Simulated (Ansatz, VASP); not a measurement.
TlBH in VASP and in Ansatz

```xyz
6
Lattice="3.6426 0.0000 0.0000 -1.8213 3.1546 0.0000 0.0000 0.0000 7.2262" Properties=species:S:1:pos:R:3 pbc="T T T"
Tl    0.0000    2.1031    1.8066
Tl    1.8213    1.0515    5.4197
B     0.0000    0.0000    0.0000
B     0.0000    0.0000    3.6131
H     0.0000    2.1031    5.4197
H     1.8213    1.0515    1.8066
```

Change from the starting cell: species swapped into the PrHSe type (P6_3/mmc, No. 194).

Alike in both runs: task single point; functional PBE; k mesh 6 × 6 × 4; occupations gaussian, width 0.1 eV; no spin polarisation.

```csv
,VASP,Ansatz
version,VASP 6.6.1,Ansatz 0.2.0
potentials or method,"VASP PAW PBE potentials, release 64 (Tl_d, B, H), cutoff 520 eV","scalar-relativistic, plane waves, PAW"
valence electrons in the cell,34,34
```

```tsv
	VASP	Ansatz	Ansatz less VASP
gap on the k mesh at the Fermi level (eV)	none	none	-
pressure (GPa)	0.6	0.7	+0.07
traceless stress, the component that is largest in VASP (GPa)	-3.97	-3.98	-0.010
```

A gap of «none» marks a metal or a gap that the smearing closes.

Spin-orbit coupling is off throughout.
